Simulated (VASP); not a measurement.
# HF in VASP: notebook

HF is run at these levels: PBE+D3(BJ); tasks: single point.

All numbers are computed with VASP 6.6.1; they aren't measurements. Logs are shortened: lines on timing, memory, paths and dates and some standing lists are left out, and cuts for length are marked.

**1. The cell of the first run**

The cell holds a disordered packing, 24 atoms: a = 6.997 Å, b = 7.457 Å, c = 7.676 Å, α = 90.00°, β = 90.00°, γ = 90.00°.

**2. Single point, PBE+D3(BJ)**

Input file INCAR:

```
SYSTEM = HF
ALGO     = Normal         ! electronic algorithm
EDIFF    = 1E-6           ! SCF threshold, eV
ENCUT    = 1010           ! plane-wave cutoff, eV
GGA      = PE             ! functional
GGA_COMPAT= .FALSE.      
ISIF     = 2              ! what is computed and relaxed
ISMEAR   = -1             ! smearing method
IVDW     = 12             ! dispersion correction
LASPH    = .TRUE.         ! aspherical terms in the spheres
LCHARG   = .FALSE.        ! write CHGCAR
LREAL    = Auto         
LWAVE    = .FALSE.        ! write WAVECAR
NBANDS   = 66             ! bands
NELM     = 120            ! most SCF steps
PREC     = Accurate       ! precision mode
SIGMA    = 0.02           ! smearing width, eV
```

Input file KPOINTS:

```
k-points
0
G
  1 1 1
  0 0 0
```

Input file POSCAR:

```
HF
1.0
    6.9973480000      0.0000000000      0.0000000000
    0.0000000000      7.4569490000      0.0000000000
    0.0000000000      0.0000000000      7.6755000000
F H
12 12
Direct
    0.3010283324      0.0174334034      0.6342257833
    0.4397237353      0.6195429257      0.4103055176
    0.7922144218      0.3244758681      0.9857338284
    0.3071306444      0.9174797897      0.9440297049
    0.8703868951      0.6421392985      0.0712396587
    0.1412392238      0.5145267857      0.6569734871
    0.3313398162      0.6156137047      1.0442707315
    0.8005747320      0.1340628721      0.3974724774
    0.4732364319      0.3835751056      0.8494039476
    0.7352642744      0.7564890145      0.3538140838
    0.0775865371      0.9129605151      0.4083773044
    0.5691299046      0.3659673682      0.2504331965
    0.2186113939     -0.0391446958      0.5532278027
    0.5542385487      0.6939433272      0.3728356459
    0.6522613996      0.3273456745      0.9506742232
    0.3072163911      0.9420340678      0.8160510716
    0.8348305672      0.5195288314      0.0385903198
    0.1782246645      0.5931380247      0.5693309882
    0.2963837157      0.7315726579      0.9967689401
    0.7005654142      0.2010071411      0.3308058107
    0.4020094470      0.4718015371      0.9224675917
    0.7926717379      0.7028343630      0.2438668491
    0.0020579225      1.0228311874      0.3928864569
    0.5046769147      0.4575597875      0.3191192756
```

Potentials or basis: VASP PAW PBE potentials, release 64 (F_h, H_h).

Started as:

```
$ cat potpaw_PBE.64/F_h/POTCAR potpaw_PBE.64/H_h/POTCAR > POTCAR
$ mpirun -np 1 vasp_gam > vasp.out
```

OUTCAR:

```text
SYSTEM = HF
   EDIFF = 1E-6
   ENCUT = 1010
   GGA = PE
   ISIF = 2
   ISMEAR = -1
   IVDW = 12
   LASPH = .TRUE.
   LREAL = Auto
   NELM = 120
   PREC = Accurate
 IVDW          = 12

 ion  position               nearest neighbor table
   1  0.301  0.017  0.634-  13 0.95
   2  0.440  0.620  0.410-  14 1.02
   3  0.792  0.324  0.986-  15 1.02
   4  0.307  0.917  0.944-  16 1.00
   5  0.870  0.642  0.071-  17 0.98
   6  0.141  0.515  0.657-  18 0.93
[... 16 lines left out ...]
  23  0.002  0.023  0.393-  11 0.98
  24  0.505  0.458  0.319-  12 0.97

  LATTYP: Found a simple orthorhombic cell.
 ALAT       =     6.9973480000
 B/A-ratio  =     1.0656821699
 C/A-ratio  =     1.0969155743

  Lattice vectors:

 A1 = (   6.9973480000,   0.0000000000,   0.0000000000)
 A2 = (   0.0000000000,   7.4569490000,   0.0000000000)
 A3 = (   0.0000000000,   0.0000000000,   7.6755000000)

Analysis of symmetry for initial positions (statically):
=====================================================================
 Subroutine PRICEL returns:
 Original cell was already a primitive cell.

 Routine SETGRP: Setting up the symmetry group for a
 simple orthorhombic supercell.

 Subroutine GETGRP returns: Found  1 space group operations
 (whereof  1 operations were pure point group operations)
 out of a pool of  8 trial point group operations.

The static configuration has the point symmetry C_1 .

Analysis of symmetry for dynamics (positions and initial velocities):
=====================================================================
 Subroutine PRICEL returns:
 Original cell was already a primitive cell.

 Routine SETGRP: Setting up the symmetry group for a
 simple orthorhombic supercell.

 Subroutine GETGRP returns: Found  1 space group operations
 (whereof  1 operations were pure point group operations)
 out of a pool of  8 trial point group operations.

The dynamic configuration has the point symmetry C_1 .

 Subroutine INISYM returns: Found  1 space group operations
 (whereof  1 operations are pure point group operations),
 and found     1 'primitive' translations

----------------------------------------------------------------------------------------

                                     Primitive cell

  volume of cell :     400.4989

[... 111 lines left out ...]
   NSW    =      0    number of steps for IOM
   IBRION =     -1    ionic relax: 0-MD 1-quasi-New 2-CG
   NFREE  =      0    steps in history (QN), initial steepest desc. (CG)
   ISIF   =      2    stress and relaxation
   ISYM   =      2    0-nonsym 1-usesym 2-fastsym
   POTIM  = 0.5000    time-step for ionic-motion
   TEBEG  =    0.0;   TEEND  =   0.0 temperature during run
   PSTRESS=    0.0 pullay stress
   NELECT =      96.0000    total number of electrons
   NUPDOWN=      -1.0000    fix difference up-down
   EMIN   =  10.00;   EMAX   =-10.00  energy-range for DOS
   EFERMI =   0.00;   METHOD = LEGACY
   ISMEAR =    -1;   SIGMA  =   0.02  broadening in eV -4-tet -1-fermi 0-gaus
   EFERMI_NEDOS =   21; number of points for ismear=-14 and -15
   IALGO  =     38    algorithm
   IMIX   =      4    mixing-type and parameters
     AMIX     =   0.40;   BMIX     =  1.00
     AMIX_MAG =   1.60;   BMIX_MAG =  1.00
  volume/ion in A,a.u.               =      16.69       112.61
  Fermi-wavevector in a.u.,A,eV,Ry     =   1.016947  1.921750 14.070877  1.034180
  Thomas-Fermi vector in A             =   2.150319
   LORBIT       =      0    0 simple, 1 ext, 2 COOP (PROOUT), +10 PAW based schemes
   GGA     = PE    functional components
   LHFCALC =     F    Hartree Fock is set to
   AEXX    =    0.0000 exact exchange contribution
   IVDW    =    12    specifies the selected vdW correction
   LEPSILON=     F    determine dielectric tensor
   LRPA    =     F    only Hartree local field effects (RPA)
 non-spin polarized calculation
  energy-cutoff  :     1010.00
  volume of cell :      400.50
 maximum number of plane-waves:     14605
 NGX is ok and might be reduce to    80
   NGX = 37   NGY = 39   NGZ = 39

 number of electron      96.0000000 magnetization

 Free energy of the ion-electron system (eV)
  ---------------------------------------------------
  ext. energy  EPLUGINS =         0.00000000
  ---------------------------------------------------
  free energy    TOTEN  =       -99.36421153 eV

  energy without entropy =      -99.36421153  energy(sigma->0) =      -99.36421153

 E-fermi :  -6.1248     XC(G=0):  -5.5652

 val. band max:       -6.6997765804   @ k =   0.0000   0.0000   0.0000
 cond. band min:       0.3233544482   @ k =   0.0000   0.0000   0.0000
 fundamental gap:      7.0231310285
 Fermi energy:        -6.1247552966

 k-point     1 :       0.0000    0.0000    0.0000
  band No.  band energies     occupation
      1     -28.6081      2.00000
      2     -28.5121      2.00000
      3     -28.1725      2.00000
      4     -28.0228      2.00000
      5     -27.9514      2.00000
      6     -27.8363      2.00000
[... 52 lines left out ...]
     59       5.5396      0.00000
     60       5.7139      0.00000
 [bands above 60 left out]

------------------------ aborting loop because EDIFF is reached ----------------------------------------

 Edisp (eV)   -0.46064

 E8    (eV) :    -0.0924

  FORCE on cell =-STRESS in cart. coord.  units (eV):
  Direction    XX          YY          ZZ          XY          YZ          ZX
  --------------------------------------------------------------------------------------
  -------------------------------------------------------------------------------------
  Total      -2.06673    -1.04849    -2.02256     2.14619     0.02451    -0.11564
  in kB      -8.26784    -4.19442    -8.09115     8.58575     0.09804    -0.46261
  external pressure =       -6.85 kB  Pullay stress =        0.00 kB

 VOLUME and BASIS-vectors are now :
 -----------------------------------------------------------------------------
  energy-cutoff  :     1010.00
  volume of cell :      400.50
      direct lattice vectors                 reciprocal lattice vectors
     6.997348000  0.000000000  0.000000000     0.142911286  0.000000000  0.000000000
     0.000000000  7.456949000  0.000000000     0.000000000  0.134103103  0.000000000
     0.000000000  0.000000000  7.675500000     0.000000000  0.000000000  0.130284672

 POSITION                                       TOTAL-FORCE (eV/Angst)
 -----------------------------------------------------------------------------------
      2.10640      0.13000      4.86800         0.836619      0.237107      0.953495
      3.07690      4.61990      3.14930        -0.048585      0.199943     -0.153740
      5.54340      2.41960      7.56600        -1.141302      0.204261     -0.293133
      2.14910      6.84160      7.24590        -0.097089      0.262230     -0.951532
      6.09040      4.78840      0.54680        -0.187354      0.078547      0.371926
      0.98830      3.83680      5.04260        -0.209222     -0.065390      0.263236
[... 16 lines left out ...]
      0.01440      0.17025      3.01560        -0.081946     -0.883847     -0.004352
      3.53140      3.41200      2.44940        -0.199484      0.094513      0.275951
 -----------------------------------------------------------------------------------
    total drift:                                0.002791      0.007819     -0.015995

  FREE ENERGIE OF THE ION-ELECTRON SYSTEM (eV)
  ---------------------------------------------------
  free  energy   TOTEN  =       -99.8248474715 eV

  energy  without entropy=      -99.8248474715  energy(sigma->0) =      -99.82484747
```

It took 75 s on 1 thread of Intel Xeon 6975P-C (Granite Rapids), shared host; peak memory 0.85 GiB.

What came out:

```yaml
Free_energy: -99.8248 eV
Pressure: -0.7 GPa
Largest_force: 1.492 eV/Å
Dispersion_energy_per_atom: -0.019 eV
```

Forces on the atoms (eV/Å):
```
F    0.837  0.237  0.953
F   -0.049  0.200 -0.154
F   -1.141  0.204 -0.293
F   -0.097  0.262 -0.952
F   -0.187  0.079  0.372
F   -0.209 -0.065  0.263
F   -0.051 -0.798  0.174
F   -1.058  0.763 -0.724
F   -0.219  0.306  0.741
F    0.474 -0.419 -1.171
F   -0.088  0.890 -0.059
F    0.102 -0.581 -0.036
H   -0.715 -0.294 -0.831
H   -0.232 -0.230  0.545
H    1.172  0.194 -0.084
H   -0.085  0.155  0.738
H    0.114 -0.298 -0.086
H    0.210  0.084 -0.326
H    0.182  0.411 -0.164
H    1.191 -0.372  0.770
H    0.367 -0.372 -0.466
H   -0.235  0.433  0.517
H   -0.082 -0.884 -0.004
H   -0.199  0.095  0.276
```

Caveat: the k points lie up to 0.90 Å⁻¹ apart, too coarse for converged energies, forces and pressures; the atoms stand as in a frame of molecular dynamics.

**3. Single point, PBE+D3(BJ)**

This run uses another cell than the first one, of 17.00 Å³/atom.

Input file INCAR:

```
SYSTEM = HF
  PREC = Accurate
  ENCUT = 1010
  EDIFF = 1E-6
  ISMEAR = -1
  SIGMA = 0.02
  LREAL = Auto
  LASPH = .TRUE.
  NELM = 120
  ALGO = Normal
  ISIF = 2
  LWAVE = .FALSE.
  LCHARG = .TRUE.
  GGA = PE
  IVDW = 12
  LELF = .TRUE.
  LVHAR = .TRUE.
  NBANDS = 66
  GGA_COMPAT = .FALSE.
```

Input file KPOINTS:

```
regular mesh
0
G
  1 1 1
  0 0 0
```

Input file POSCAR:

```
HF
1.0
    7.4168600000      0.0000000000      0.0000000000
    0.0000000000      7.4168600000      0.0000000000
    0.0000000000      0.0000000000      7.4168600000
F H
12 12
Direct
    0.2530450892      0.0085480918      0.5643897822
    0.3442292291      0.4437187705      0.4368155796
    0.7735618577      0.3345350998      0.9147941312
    0.2523305010      0.8565349757      0.8889745795
    0.7546994281      0.6400687083      0.0719576748
    0.0953503235      0.6383024622      0.5565023474
    0.4200969143      0.5467138385      0.9599884587
    0.7281922539      0.1138487177      0.4156206265
    0.4616643701      0.2029699900      0.8952980102
    0.5681245163      0.6756902517      0.3309486764
   -0.0061211888      0.9479752887      0.2892463927
    0.3920796671      0.1591509075      0.2537327117
    0.1562790723     -0.0409742128      0.4863648498
    0.4393368622      0.5192493859      0.3930773939
    0.6730071755      0.2632515647      0.9096302209
    0.2237200109      0.9155761333      0.7862761330
    0.7582454030      0.5146113045      0.0158827320
    0.1697214185      0.5486418781      0.5148539948
    0.3593973730      0.6468910024      0.9034685837
    0.6049460284      0.0957143589      0.3833293334
    0.4142723471      0.1692495207      1.0106163525
    0.6473763830      0.6628141828      0.2197291037
   -0.1175834518      0.9905269885      0.3387012833
    0.3305307098      0.2625774249      0.3079200632
```

Potentials or basis: VASP PAW PBE potentials, release 64 (F_h, H_h).

Started as:

```
$ cat potpaw_PBE.64/F_h/POTCAR potpaw_PBE.64/H_h/POTCAR > POTCAR
$ mpirun -np 1 vasp_gam > vasp.out
```

OUTCAR:

```text
SYSTEM = HF
   PREC = Accurate
   ENCUT = 1010
   EDIFF = 1E-6
   ISMEAR = -1
   LREAL = Auto
   LASPH = .TRUE.
   NELM = 120
   ISIF = 2
   GGA = PE
   IVDW = 12
 IVDW          = 12

 ion  position               nearest neighbor table
   1  0.253  0.009  0.564-  13 0.99
   2  0.344  0.444  0.437-  14 0.96
   3  0.774  0.335  0.915-  15 0.91
   4  0.252  0.857  0.889-  16 0.90
   5  0.755  0.640  0.072-  17 1.02
   6  0.095  0.638  0.557-  18 0.92
[... 16 lines left out ...]
  23  0.882  0.991  0.339-  11 0.96
  24  0.331  0.263  0.308-  12 0.98

  LATTYP: Found a simple cubic cell.
 ALAT       =     7.4168600000

  Lattice vectors:

 A1 = (   7.4168600000,   0.0000000000,   0.0000000000)
 A2 = (   0.0000000000,   7.4168600000,   0.0000000000)
 A3 = (   0.0000000000,   0.0000000000,   7.4168600000)

Analysis of symmetry for initial positions (statically):
=====================================================================
 Subroutine PRICEL returns:
 Original cell was already a primitive cell.

 Routine SETGRP: Setting up the symmetry group for a
[... 194 lines left out ...]

 k-point     1 :       0.0000    0.0000    0.0000
  band No.  band energies     occupation
      1     -29.0146      2.00000
      2     -28.7215      2.00000
      3     -28.5715      2.00000
      4     -28.3604      2.00000
      5     -27.9955      2.00000
      6     -27.9693      2.00000
[... 52 lines left out ...]
     59       5.3459      0.00000
     60       5.3920      0.00000
 [bands above 60 left out]

------------------------ aborting loop because EDIFF is reached ----------------------------------------

 Edisp (eV)   -0.44824

 E8    (eV) :    -0.0896

  FORCE on cell =-STRESS in cart. coord.  units (eV):
  Direction    XX          YY          ZZ          XY          YZ          ZX
  --------------------------------------------------------------------------------------
  -------------------------------------------------------------------------------------
  Total       0.69648    -0.64578    -0.75801     0.00248    -0.92987    -1.21190
  in kB       2.73499    -2.53593    -2.97664     0.00972    -3.65149    -4.75900
  external pressure =       -0.93 kB  Pullay stress =        0.00 kB

 VOLUME and BASIS-vectors are now :
 -----------------------------------------------------------------------------
  energy-cutoff  :     1010.00
  volume of cell :      408.00
      direct lattice vectors                 reciprocal lattice vectors
     7.416860000  0.000000000  0.000000000     0.134827946  0.000000000  0.000000000
     0.000000000  7.416860000  0.000000000     0.000000000  0.134827946  0.000000000
     0.000000000  0.000000000  7.416860000     0.000000000  0.000000000  0.134827946

 POSITION                                       TOTAL-FORCE (eV/Angst)
 -----------------------------------------------------------------------------------
      1.87680      0.06340      4.18600        -1.484675     -0.681393     -0.762719
      2.55310      3.29100      3.23980        -0.436059     -0.946006      0.047770
      5.73740      2.48120      6.78490         2.285690      1.480224      0.304132
      1.87150      6.35280      6.59340         0.545988     -1.268573      2.331986
      5.59750      4.74730      0.53370         0.489314     -1.357514     -0.722812
      0.70720      4.73420      4.12750        -1.212243      1.208377      0.657147
[... 16 lines left out ...]
      6.54476      7.34660      2.51210         0.101096      0.060090     -0.136626
      2.45150      1.94750      2.28380         0.689336     -0.554333     -0.097934
 -----------------------------------------------------------------------------------
    total drift:                                0.008609     -0.006777     -0.000937

  FREE ENERGIE OF THE ION-ELECTRON SYSTEM (eV)
  ---------------------------------------------------
  free  energy   TOTEN  =       -99.4446214857 eV

  energy  without entropy=      -99.4446214857  energy(sigma->0) =      -99.44462149
```

OSZICAR:

```text
N       E                     dE             d eps       ncg     rms          rms(c)
DAV:   1     0.149729408837E+04    0.14973E+04   -0.71015E+04   132   0.224E+03
DAV:   2     0.249273520140E+03   -0.12480E+04   -0.11694E+04   174   0.406E+02
DAV:   3    -0.920787287676E+02   -0.34135E+03   -0.33788E+03   184   0.208E+02
DAV:   4    -0.104827601165E+03   -0.12749E+02   -0.12671E+02   160   0.437E+01
DAV:   5    -0.105143918526E+03   -0.31632E+00   -0.31596E+00   184   0.688E+00    0.176E+01
DAV:   6    -0.991037926010E+02    0.60401E+01   -0.21372E+01   160   0.207E+01    0.753E+00
DAV:   7    -0.990374482335E+02    0.66344E-01   -0.91618E-01   144   0.434E+00    0.461E+00
DAV:   8    -0.990030568187E+02    0.34391E-01   -0.20876E-01   168   0.353E+00    0.662E-01
DAV:   9    -0.989994062868E+02    0.36505E-02   -0.31524E-02   184   0.108E+00    0.387E-01
DAV:  10    -0.989985459241E+02    0.86036E-03   -0.16218E-02   152   0.731E-01    0.208E-01
DAV:  11    -0.989974990524E+02    0.10469E-02   -0.14148E-03   176   0.312E-01    0.165E-01
DAV:  12    -0.989964987764E+02    0.10003E-02   -0.23359E-03   184   0.389E-01    0.438E-02
DAV:  13    -0.989964447206E+02    0.54056E-04   -0.61756E-04   168   0.140E-01    0.344E-02
DAV:  14    -0.989963915441E+02    0.53176E-04   -0.78836E-05   152   0.558E-02    0.141E-02
DAV:  15    -0.989963815882E+02    0.99559E-05   -0.26764E-05   184   0.350E-02    0.961E-03
DAV:  16    -0.989963797221E+02    0.18661E-05   -0.16902E-05   200   0.304E-02    0.501E-03
DAV:  17    -0.989963794115E+02    0.31058E-06   -0.30910E-06   144   0.108E-02
   1 F= -.99444621E+02 E0= -.99444621E+02  d E =-.448673E-12
```

stdout:

```text
POSCAR found type information on POSCAR F H
 POSCAR found :  2 types and      24 ions
 scaLAPACK will be used
 LDA part: xc-table for (Slater+PW92), standard interpolation
 POSCAR, INCAR and KPOINTS ok, starting setup
 FFT: planning ... GRIDC
 FFT: planning ... GRID_SOFT
 FFT: planning ... GRID
 WAVECAR not read
 entering main loop
```

Wall time 6.2 min (1 thread of AMD EPYC 7R43 (Zen 3), shared host); peak memory 0.77 GiB.

What came out:

- Free energy: -99.4446 eV
- Pressure: -0.1 GPa
- Largest force: 2.740 eV/Å
- Dispersion energy per atom: -0.019 eV

Forces on the atoms (eV/Å):
```
F   -1.485 -0.681 -0.763
F   -0.436 -0.946  0.048
F    2.286  1.480  0.304
F    0.546 -1.269  2.332
F    0.489 -1.358 -0.723
F   -1.212  1.208  0.657
F   -0.562  0.705 -0.445
F   -0.546 -0.008  0.035
F   -0.022 -0.537  0.382
F    0.128 -0.206 -0.194
F    0.227 -0.050  0.354
F   -0.327  0.482 -0.058
H    1.181  0.546  0.634
H    0.769  1.063 -0.420
H   -2.305 -1.100 -0.171
H   -0.367  1.161 -2.445
H   -0.194  1.265  0.393
H    0.937 -0.866 -0.466
H    0.301 -0.452  0.525
H    0.178  0.078  0.001
H    0.125  0.162 -0.262
H   -0.503 -0.185  0.516
H    0.101  0.060 -0.137
H    0.689 -0.554 -0.098
```

Caveat: the k points lie up to 0.85 Å⁻¹ apart, too coarse for converged energies, forces and pressures.

(Part 1 of 2 ends here.)
